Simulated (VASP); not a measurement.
Here is a VASP 6.6.1 calculation.

POSCAR

```
BeH2
1.0
    0.0000000000      2.1171140000      2.1171140000
    2.1171140000      0.0000000000      2.1171140000
    2.1171140000      2.1171140000      0.0000000000
Be H
1 2
Direct
    0.0000000000      0.0000000000      0.0000000000
    0.2500000000      0.2500000000      0.2500000000
    0.7500000000      0.7500000000      0.7500000000
```

File INCAR.step1:

```
SYSTEM = BeH2
PREC = Accurate
ENCUT = 660
ISMEAR = 1
SIGMA = 0.271
LREAL = .False.
LASPH = .True.
NELM = 120
NBANDS = 9
GGA = PE
ALGO = Normal
EDIFF = 1E-5
LWAVE = .True.
LCHARG = .False.
GGA_COMPAT = .False.
```

The input INCAR.step2:

```
SYSTEM = BeH2
PREC = Accurate
ENCUT = 660
EDIFF = 1E-6
ISMEAR = 1
SIGMA = 0.271
LREAL = .False.
LASPH = .True.
NELM = 120
ALGO = Normal
ISIF = 2
LWAVE = .False.
LCHARG = .True.
METAGGA = R2SCAN
LMIXTAU = .True.
LELF = .True.
LVHAR = .True.
NBANDS = 9
ISTART = 1
GGA_COMPAT = .False.
```

File KPOINTS:

```
Automatic mesh
0
Gamma
  10 10 10
  0 0 0
```

Potentials or basis: VASP PAW PBE potentials, release 64 (Be, H).

Launch:

```sh
$ cat potpaw_PBE.64/Be/POTCAR potpaw_PBE.64/H/POTCAR > POTCAR
$ cp INCAR.step1 INCAR
$ mpirun -np 1 vasp_std > vasp.out
$ cp INCAR.step2 INCAR
$ mpirun -np 1 vasp_std > vasp.out
```

**Question.** What does it give for the band gap on the k mesh?

**Answer.** Zero (band 2 reaches 6.93 eV, above the bottom of band 3 at 3.05 eV).

**Question.** Estimate the pressure.

**Answer.** -14.6 GPa.

Caveat: the PAW data sets were made with another functional, which shifts forces and pressure a little.
